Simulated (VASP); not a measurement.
A run of VASP 6.6.1:

INCAR

```
SYSTEM = BaZrO3
  PREC = Accurate
  ENCUT = 600
  EDIFF = 1E-6
  ISMEAR = 0
  SIGMA = 0.02
  LREAL = .FALSE.
  LASPH = .TRUE.
  NELM = 120
  ALGO = Normal
  ISIF = 2
  LWAVE = .FALSE.
  LCHARG = .FALSE.
  GGA = PS
  NBANDS = 28
  GGA_COMPAT = .FALSE.
```

File KPOINTS:

```
Automatic mesh
0
G
  6 6 6
  0 0 0
```

POSCAR

```
BaZrO3
1.0
    4.1807189684      0.0000000000      0.0000000000
    0.0000000000      4.1807189684      0.0000000000
    0.0000000000      0.0000000000      4.1807189684
Ba Zr O
1 1 3
Direct
    0.0000000000      0.0000000000      0.0000000000
    0.5000000000      0.5000000000      0.5000000000
    0.5000000000      0.5000000000      0.0000000000
    0.0000000000      0.5000000000      0.5000000000
    0.5000000000      0.0000000000      0.5000000000
```

Potentials or basis: VASP PAW PBE potentials, release 64 (Ba_sv, Zr_sv, O).

The run is started by

```bash
$ cat potpaw_PBE.64/Ba_sv/POTCAR potpaw_PBE.64/Zr_sv/POTCAR potpaw_PBE.64/O/POTCAR > POTCAR
$ mpirun -np 1 vasp_std > vasp.out
```

Hardware: 1 thread of Intel(R) Xeon(R) Platinum 8375C CPU @ 2.90GHz (Ice Lake) (shared host).

Question: Estimate the wall time of this run.

Answer: Wall time 31 s on 1 thread of Intel(R) Xeon(R) Platinum 8375C CPU @ 2.90GHz (Ice Lake), with other jobs on the host, peak memory 0.23 GiB. Counts: scf iterations 14, k points 20.
